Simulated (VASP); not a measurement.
# Ti (P6_3/mmc) in VASP: a series of runs

The runs below take Ti through single point, with LDA.

Everything below comes from runs of VASP 6.6.1. Logs are shortened: lines on timing, memory, paths and dates and some standing lists are left out, and cuts for length are marked.

## (1) The cell of the first run

Symmetry: P6_3/mmc, No. 194, hexagonal system. Conventional cell: a = 2.506 Å, b = 2.506 Å, c = 4.266 Å, α = 90.00°, β = 90.00°, γ = 120.00°. Within 3.3 Å of Ti (site symmetry -6m2) lie 12 Ti at 2.51 to 2.58 Å.

## (2) Single point, LDA

INCAR reads:

```
SYSTEM = Ti
ALGO = Normal ; EDIFF = 1E-6
ENCUT = 520 ; ISIF = 2
ISMEAR = -1 ; LASPH = .True.
LCHARG = .False. ; LREAL = .False.
LWAVE = .False. ; NBANDS = 19
NELM = 100 ; PREC = Accurate
SIGMA = 0.05
```

KPOINTS reads:

```
k-points
0
Gamma
  15 15 8
  0 0 0
```

POSCAR reads:

```
Ti
1.0
    2.5057449099      0.0000000000      0.0000000000
   -1.2528724550      2.1700387474      0.0000000000
    0.0000000000      0.0000000000      4.2658367938
Ti
2
Direct
    0.3333333333      0.6666666667      0.2500000000
    0.6666666667      0.3333333333      0.7500000000
```

Potentials or basis: VASP PAW LDA potentials, release 64 (Ti_sv).

Launch:

```console
> cat potpaw_LDA.64/Ti_sv/POTCAR > POTCAR
> mpirun -np 1 vasp_std > vasp.out
```

OUTCAR:

```text
SYSTEM = Ti
   EDIFF = 1E-6
   ENCUT = 520
   ISIF = 2
   ISMEAR = -1
   LASPH = .True.
   LREAL = .False.
   NELM = 100
   PREC = Accurate

 ion  position               nearest neighbor table
   1  0.333  0.667  0.250-   2 2.58   2 2.58   2 2.58   2 2.58   2 2.58   2 2.58
   2  0.667  0.333  0.750-   1 2.58   1 2.58   1 2.58   1 2.58   1 2.58   1 2.58

  LATTYP: Found a hexagonal cell.
 ALAT       =     2.5057449099
 C/A-ratio  =     1.7024226117

  Lattice vectors:

 A1 = (   2.5057449099,   0.0000000000,   0.0000000000)
 A2 = (  -1.2528724550,   2.1700387474,   0.0000000000)
 A3 = (   0.0000000000,   0.0000000000,   4.2658367938)

Analysis of symmetry for initial positions (statically):
=====================================================================
 Subroutine PRICEL returns:
 Original cell was already a primitive cell.

 Routine SETGRP: Setting up the symmetry group for a
 hexagonal supercell.

 Subroutine GETGRP returns: Found 24 space group operations
 (whereof 12 operations were pure point group operations)
 out of a pool of 24 trial point group operations.

The static configuration has the point symmetry D_3d.
 The point group associated with its full space group is D_6h.

Analysis of symmetry for dynamics (positions and initial velocities):
=====================================================================
 Subroutine PRICEL returns:
 Original cell was already a primitive cell.

 Routine SETGRP: Setting up the symmetry group for a
 hexagonal supercell.

 Subroutine GETGRP returns: Found 24 space group operations
 (whereof 12 operations were pure point group operations)
 out of a pool of 24 trial point group operations.

The dynamic configuration has the point symmetry D_3d.
 The point group associated with its full space group is D_6h.

 Subroutine INISYM returns: Found 24 space group operations
 (whereof 12 operations are pure point group operations),
 and found     1 'primitive' translations

----------------------------------------------------------------------------------------

                                     Primitive cell

  volume of cell :      23.1958

  direct lattice vectors                    reciprocal lattice vectors
     2.505744910  0.000000000  0.000000000     0.399082922  0.230410632  0.000000000
    -1.252872455  2.170038747  0.000000000     0.000000000  0.460821265  0.000000000
     0.000000000  0.000000000  4.265836794     0.000000000  0.000000000  0.234420595

  length of vectors
     2.505744910  2.505744910  4.265836794     0.460821265  0.460821265  0.234420595

  position of ions in fractional coordinates (direct lattice)
     0.333333333  0.666666667  0.250000000
     0.666666667  0.333333333  0.750000000

  ion indices of the primitive-cell ions
   primitive index   ion index
                 1           1
                 2           2

----------------------------------------------------------------------------------------

 KPOINTS: k-points

Automatic generation of k-mesh.
 Grid dimensions read from file:
 generate k-points for:   15   15    8

 Generating k-lattice:

  Cartesian coordinates                     Fractional coordinates (reciprocal lattice)
     0.026605528  0.015360709  0.000000000     0.066666667  0.000000000  0.000000000
     0.000000000  0.030721418  0.000000000     0.000000000  0.066666667  0.000000000
     0.000000000  0.000000000  0.029302574     0.000000000  0.000000000  0.125000000

  Length of vectors
     0.030721418  0.030721418  0.029302574

  Shift w.r.t. Gamma in fractional coordinates (k-lattice)
     0.000000000  0.000000000  0.000000000

 Subroutine IBZKPT returns following result:
 ===========================================

 Found    135 irreducible k-points:

 Following reciprocal coordinates:
            Coordinates               Weight
  0.000000  0.000000  0.000000      1.000000
  0.066667 -0.000000  0.000000      6.000000
  0.133333 -0.000000  0.000000      6.000000
  0.200000  0.000000  0.000000      6.000000
  0.266667 -0.000000  0.000000      6.000000
  0.333333  0.000000  0.000000      6.000000
[... 16 lines left out ...]
  0.333333  0.200000  0.000000     12.000000
  0.400000  0.200000  0.000000      6.000000
 [... further k-points ...]
   k-points           NKPTS =    135   k-points in BZ     NKDIM =    135   number of bands    NBANDS=     19
   number of dos      NEDOS =    301   number of ions     NIONS =      2
   total plane-waves  NPLWV =  12800
   dimension x,y,z NGX =    20 NGY =   20 NGZ =   32
   dimension x,y,z NGXF=    40 NGYF=   40 NGZF=   64
   ions per type =               2
   NGX,Y,Z   is equivalent  to a cutoff of  13.27, 13.27, 12.47 a.u.
   NGXF,Y,Z  is equivalent  to a cutoff of  26.54, 26.54, 24.94 a.u.
 SYSTEM =  Ti
   PREC   = accura    normal or accurate (medium, high low for compatibility)
   ISTART =      0    job   : 0-new  1-cont  2-samecut
   ICHARG =      2    charge: 1-file 2-atom 10-const
   ISPIN  =      1    spin polarized calculation?
   LNONCOLLINEAR =      F non collinear calculations
   LSORBIT =      F    spin-orbit coupling
   LASPH  =      T    aspherical Exc in radial PAW
   ENCUT  =  520.0 eV  38.22 Ry    6.18 a.u.   4.66  4.66  7.93*2*pi/ulx,y,z
   NELM   =    100;   NELMIN=  2; NELMDL= -5     # of ELM steps
   EDIFF  = 0.1E-05   stopping-criterion for ELM
   LREAL  =      F    real-space projection
   EDIFFG = 0.1E-04   stopping-criterion for IOM
   NSW    =      0    number of steps for IOM
   IBRION =     -1    ionic relax: 0-MD 1-quasi-New 2-CG
   NFREE  =      0    steps in history (QN), initial steepest desc. (CG)
   ISIF   =      2    stress and relaxation
   ISYM   =      2    0-nonsym 1-usesym 2-fastsym
   POTIM  = 0.5000    time-step for ionic-motion
   TEBEG  =    0.0;   TEEND  =   0.0 temperature during run
   PSTRESS=    0.0 pullay stress
   NELECT =      24.0000    total number of electrons
   NUPDOWN=      -1.0000    fix difference up-down
   EMIN   =  10.00;   EMAX   =-10.00  energy-range for DOS
   EFERMI =   0.00;   METHOD = LEGACY
   ISMEAR =    -1;   SIGMA  =   0.05  broadening in eV -4-tet -1-fermi 0-gaus
   EFERMI_NEDOS =   21; number of points for ismear=-14 and -15
   IALGO  =     38    algorithm
   IMIX   =      4    mixing-type and parameters
     AMIX     =   0.40;   BMIX     =  1.00
     AMIX_MAG =   1.60;   BMIX_MAG =  1.00
  volume/ion in A,a.u.               =      11.60        78.27
  Fermi-wavevector in a.u.,A,eV,Ry     =   1.655804  3.129017 37.302936  2.741688
  Thomas-Fermi vector in A             =   2.743838
   LORBIT       =      0    0 simple, 1 ext, 2 COOP (PROOUT), +10 PAW based schemes
   GGA     = CA    functional components
   LHFCALC =     F    Hartree Fock is set to
   AEXX    =    0.0000 exact exchange contribution
   IVDW    =     0    specifies the selected vdW correction
   LEPSILON=     F    determine dielectric tensor
   LRPA    =     F    only Hartree local field effects (RPA)
 non-spin polarized calculation
  energy-cutoff  :      520.00
  volume of cell :       23.20
 maximum number of plane-waves:       640
 NGX is ok and might be reduce to    20
   NGX =  9   NGY =  9   NGZ = 15

 number of electron      23.9999996 magnetization

 Free energy of the ion-electron system (eV)
  ---------------------------------------------------
  ext. energy  EPLUGINS =         0.00000000
  ---------------------------------------------------
  free energy    TOTEN  =       -15.57561708 eV

  energy without entropy =      -15.56160685  energy(sigma->0) =      -15.56861196

 E-fermi :  13.0767     XC(G=0): -13.8530

 val. band max:       13.0659539563   @ k =   0.2667   0.2000   0.3750
 cond. band min:      13.0958565126   @ k =   0.2000   0.2000   0.5000
 fundamental gap:      0.0299025564
 Fermi energy:        13.0767394077

 k-point     1 :       0.0000    0.0000    0.0000
  band No.  band energies     occupation
      1     -42.7221      2.00000
      2     -42.2048      2.00000
      3     -20.2354      2.00000
      4     -18.1168      2.00000
      5     -18.1168      2.00000
      6     -18.0740      2.00000
[... 11 lines left out ...]
     18      15.9942      0.00000
     19      18.0948      0.00000

 k-point     2 :       0.0667   -0.0000    0.0000
  band No.  band energies     occupation
      1     -42.6988      2.00000
      2     -42.1908      2.00000
      3     -20.2013      2.00000
      4     -18.2078      2.00000
      5     -18.1428      2.00000
      6     -18.0812      2.00000
[... 11 lines left out ...]
     18      15.8651      0.00000
     19      18.1558      0.00000

 k-point     3 :       0.1333   -0.0000    0.0000
  band No.  band energies     occupation
      1     -42.6318      2.00000
      2     -42.1515      2.00000
      3     -20.1021      2.00000
      4     -18.4642      2.00000
      5     -18.2422      2.00000
      6     -18.2140      2.00000
[... 11 lines left out ...]
     18      15.5421      0.00000
     19      18.2879      0.00000

 k-point     4 :       0.2000    0.0000    0.0000
  band No.  band energies     occupation
      1     -42.5298      2.00000
      2     -42.0948      2.00000
      3     -19.9470      2.00000
      4     -18.8386      2.00000
      5     -18.5995      2.00000
      6     -18.3142      2.00000
[... 11 lines left out ...]
     18      15.9994      0.00000
     19      18.4152      0.00000

 k-point     5 :       0.2667   -0.0000    0.0000
  band No.  band energies     occupation
      1     -42.4068      2.00000
      2     -42.0324      2.00000
      3     -19.7510      2.00000
      4     -19.2622      2.00000
      5     -18.9915      2.00000
      6     -18.4243      2.00000
[... 11 lines left out ...]
     18      16.8411      0.00000
     19      18.5038      0.00000

 k-point     6 :       0.3333    0.0000    0.0000
  band No.  band energies     occupation
      1     -42.2805      2.00000
      2     -41.9782      2.00000
      3     -19.6597      2.00000
      4     -19.5356      2.00000
      5     -19.3520      2.00000
      6     -18.5259      2.00000
[... 11 lines left out ...]
     18      17.7375      0.00000
     19      18.5524      0.00000

 k-point     7 :       0.4000    0.0000    0.0000
  band No.  band energies     occupation
      1     -42.1717      2.00000
      2     -41.9436      2.00000
      3     -19.9650      2.00000
      4     -19.6260      2.00000
      5     -19.3315      2.00000
      6     -18.6031      2.00000
[... 11 lines left out ...]
     18      18.5734      0.00000
     19      18.6235      0.00000

 k-point     8 :       0.4667   -0.0000    0.0000
  band No.  band energies     occupation
      1     -42.1047      2.00000
      2     -41.9313      2.00000
      3     -20.1300      2.00000
      4     -19.7734      2.00000
      5     -19.1914      2.00000
      6     -18.6447      2.00000
[... 256 lines left out ...]
 k-point    20 :       0.4000    0.1333    0.0000
  band No.  band energies     occupation
      1     -42.0727      2.00000
      2     -41.9261      2.00000
      3     -20.0289      2.00000
      4     -19.6845      2.00000
      5     -19.1229      2.00000
      6     -18.8523      2.00000
[... 11 lines left out ...]
     18      18.5912      0.00000
     19      20.9888      0.00000

 k-point    21 :       0.2000    0.2000    0.0000
  band No.  band energies     occupation
      1     -42.2498      2.00000
      2     -41.9656      2.00000
      3     -19.4821      2.00000
      4     -19.4779      2.00000
      5     -19.4111      2.00000
      6     -18.6540      2.00000
[... 11 lines left out ...]
     18      18.1376      0.00000
     19      18.9141      0.00000

 k-point    22 :       0.2667    0.2000    0.0000
  band No.  band energies     occupation
      1     -42.1457      2.00000
      2     -41.9345      2.00000
      3     -19.7113      2.00000
      4     -19.5310      2.00000
      5     -19.2831      2.00000
      6     -18.8461      2.00000
[... 11 lines left out ...]
     18      18.3940      0.00000
     19      20.1119      0.00000

 k-point    23 :       0.3333    0.2000    0.0000
  band No.  band energies     occupation
      1     -42.0639      2.00000
      2     -41.9237      2.00000
      3     -19.8707      2.00000
      4     -19.5790      2.00000
      5     -19.1051      2.00000
      6     -19.0102      2.00000
[... 11 lines left out ...]
     18      18.4887      0.00000
     19      21.2024      0.00000

 k-point    24 :       0.4000    0.2000    0.0000
  band No.  band energies     occupation
      1     -42.0291      2.00000
      2     -41.9254      2.00000
      3     -19.9266      2.00000
      4     -19.5877      2.00000
      5     -19.0773      2.00000
      6     -19.0193      2.00000
[... 11 lines left out ...]
     18      18.2946      0.00000
     19      21.8314      0.00000

 [... further k-points ...]

------------------------ aborting loop because EDIFF is reached ----------------------------------------

  FORCE on cell =-STRESS in cart. coord.  units (eV):
  Direction    XX          YY          ZZ          XY          YZ          ZX
  --------------------------------------------------------------------------------------
  -------------------------------------------------------------------------------------
  Total        9.7597209      9.7597209      9.6966236     -0.0000000     -0.0000000      0.0000000
  in kB      674.1233960    674.1233960    669.7651359     -0.0000000     -0.0000000      0.0000000
  external PRESSURE =     672.6706426 kB  Pullay stress =       0.0000000 kB

 VOLUME and BASIS-vectors are now :
 -----------------------------------------------------------------------------
  energy-cutoff  :      520.00
  volume of cell :       23.20
      direct lattice vectors                 reciprocal lattice vectors
     2.505744910  0.000000000  0.000000000     0.399082922  0.230410632  0.000000000
    -1.252872455  2.170038747  0.000000000     0.000000000  0.460821265  0.000000000
     0.000000000  0.000000000  4.265836794     0.000000000  0.000000000  0.234420595

 POSITION                                       TOTAL-FORCE (eV/Angst)
 -----------------------------------------------------------------------------------
     -0.00000      1.44669      1.06646        -0.000000     -0.000000      0.000000
      1.25287      0.72335      3.19938         0.000000      0.000000      0.000000
 -----------------------------------------------------------------------------------
    total drift:                               -0.000000      0.000000     -0.000000

  FREE ENERGIE OF THE ION-ELECTRON SYSTEM (eV)
  ---------------------------------------------------
  free  energy   TOTEN  =       -15.5756170796 eV

  energy  without entropy=      -15.5616068458  energy(sigma->0) =      -15.56861196
```

Run time: 50 s. Hardware: 1 thread of Intel Xeon 8259CL, shared host; peak memory 0.16 GiB.

Results:

* Free energy: -15.5756 eV
* Pressure: 67.3 GPa
* Band gap on the k mesh: zero (bands 12 and 13 overlap by 1.34 eV)

Stress tensor (GPa, compression positive):
```
67.41  0.00  0.00
 0.00 67.41  0.00
 0.00  0.00 66.98
```

Levels at points of the mesh, in eV from the Fermi level:
```csv
k point,band 9,band 10,band 11,band 12,band 13,band 14,band 15,band 16
"(0.00, 0.00, 0.00)",-6.59,-3.65,0.38,0.99,0.99,1.67,1.67,1.99
"(0.00, 0.00, 0.50)",-4.34,-4.34,-0.29,-0.29,0.98,0.98,0.98,0.98
```

Caveat: the cell stands under pressure.

## (3) Single point, LDA (11.60 Å³/atom)

INCAR reads:

```
SYSTEM = Ti
PREC = Accurate
ENCUT = 520
EDIFF = 1E-6
ISMEAR = -1
SIGMA = 0.05
LREAL = .False.
LASPH = .True.
NELM = 60
ALGO = Normal
ISIF = 2
LWAVE = .False.
LCHARG = .False.
GGA = CA
NBANDS = 19
```

KPOINTS reads:

```
Automatic mesh
0
Gamma
  15 15 8
  0 0 0
```

POSCAR is that of step 2.

Potentials or basis: VASP PAW LDA potentials, release 64 (Ti_sv).

Launch:

```console
> cat potpaw_LDA.64/Ti_sv/POTCAR > POTCAR
> mpirun -np 1 vasp_std > vasp.out
```

Wall time 51 s (1 thread of Intel Xeon 8259CL, shared host); peak memory 0.16 GiB.

The run converged. Its results:

```
Free energy            : -15.5756 eV
Pressure               : 67.3 GPa
Band gap on the k mesh : zero (bands 12 and 13 overlap by 1.34 eV)
```

Stress tensor (GPa, compression positive):
```
67.41  0.00  0.00
 0.00 67.41  0.00
 0.00  0.00 66.98
```

Levels at points of the mesh, in eV from the Fermi level:
| k point | band 8 | band 9 | band 10 | band 11 | band 12 | band 13 | band 14 | band 15 | band 16 | band 17 |
| --- | --- | --- | --- | --- | --- | --- | --- | --- | --- | --- |
| (0.00, 0.00, 0.00) | -30.97 | -6.59 | -3.65 | 0.38 | 0.99 | 0.99 | 1.67 | 1.67 | 1.99 | 2.92 |
| (0.00, 0.00, 0.50) | -31.08 | -4.34 | -4.34 | -0.29 | -0.29 | 0.98 | 0.98 | 0.98 | 0.98 | 4.42 |

Caveat: the cell stands under pressure.
